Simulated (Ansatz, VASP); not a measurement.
# Mg in VASP and in Ansatz

```
CELL_PARAMETERS angstrom
0.00000 2.49673 2.24426
2.49673 0.00000 2.24426
2.49673 2.49673 0.00000
ATOMIC_POSITIONS crystal
Mg 0.00000 0.00000 0.00000
```

Change from the starting cell: strain +0.1125 x Voigt [1, 1, 0, 0, 0, 0], atoms carried along.

Alike in both runs: task single point; functional LDA; k mesh 18 × 18 × 18; occupations gaussian, width 0.15 eV; no spin polarisation.

|  | VASP | Ansatz |
| --- | --- | --- |
| version | VASP 6.6.1 | Ansatz 0.2.0 |
| potentials or method | VASP PAW LDA potentials, release 64 (Mg), cutoff 520 eV | scalar-relativistic, plane waves, PAW |
| valence electrons in the cell | 2 | 10 |

|  | VASP | Ansatz | Ansatz less VASP |
| --- | --- | --- | --- |
| gap on the k mesh at the Fermi level (eV) | none | none | - |
| pressure (GPa) | -6.0 | -5.8 | +0.25 |
| traceless stress, the component that is largest in VASP (GPa) | 0.69 | 0.68 | -0.002 |

LDA's correlation is that of Perdew and Zunger in VASP and of Perdew and Wang (1992) in Ansatz. A gap of «none» marks a metal or a gap that the smearing closes. VASP's potentials hold 2 valence electrons a cell and Ansatz's 10, so a difference there can come from the potentials and not from the codes.
